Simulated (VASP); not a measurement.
A run of VASP 6.6.1:

POSCAR

```
TaN
1.0
    0.0000000000      2.1997568928      2.1997568928
    2.1997568928      0.0000000000      2.1997568928
    2.1997568928      2.1997568928      0.0000000000
Ta N
1 1
Direct
    0.5000000000      0.5000000000      0.5000000000
    0.0000000000      0.0000000000      0.0000000000
```

INCAR.step1

```
SYSTEM = TaN
ALGO = Normal
EDIFF = 1E-4
ENCUT = 520
GGA = PE
ISMEAR = -1
LASPH = .True.
LCHARG = .False.
LDAU = .True.
LDAUJ = 0 0
LDAUL = 2 -1
LDAUTYPE = 2
LDAUU = 1 0
LMAXMIX = 4
LREAL = .False.
LWAVE = .True.
NBANDS = 15
NELM = 150
PREC = Accurate
SIGMA = 0.05
```

INCAR.step2

```
SYSTEM = TaN
ALGO = Normal
EDIFF = 1E-6
ENCUT = 520
ISIF = 2
ISMEAR = -1
ISTART = 1
LASPH = .True.
LCHARG = .False.
LDAU = .True.
LDAUJ = 0 0
LDAUL = 2 -1
LDAUPRINT = 1
LDAUTYPE = 2
LDAUU = 1 0
LMAXMIX = 4
LMIXTAU = .True.
LREAL = .False.
LWAVE = .False.
METAGGA = R2SCAN
NBANDS = 15
NELM = 150
PREC = Accurate
SIGMA = 0.05
```

KPOINTS

```
k-points
0
Gamma
  10 10 10
  0 0 0
```

Potentials or basis: VASP PAW PBE potentials, release 64 (Ta_pv, N).

Command:

```bash
$ cat potpaw_PBE.64/Ta_pv/POTCAR potpaw_PBE.64/N/POTCAR > POTCAR
$ cp INCAR.step1 INCAR
$ mpirun -np 1 vasp_std > vasp.out
$ cp INCAR.step2 INCAR
$ mpirun -np 1 vasp_std > vasp.out
```

Hardware: 1 thread of Intel Xeon 8259CL, on a shared host.

Question: How long does it take, and how much memory?

Answer: It took 65 s on 1 thread of Intel Xeon 8259CL, on a shared host, peak memory 0.15 GiB. Counts: k points 47.
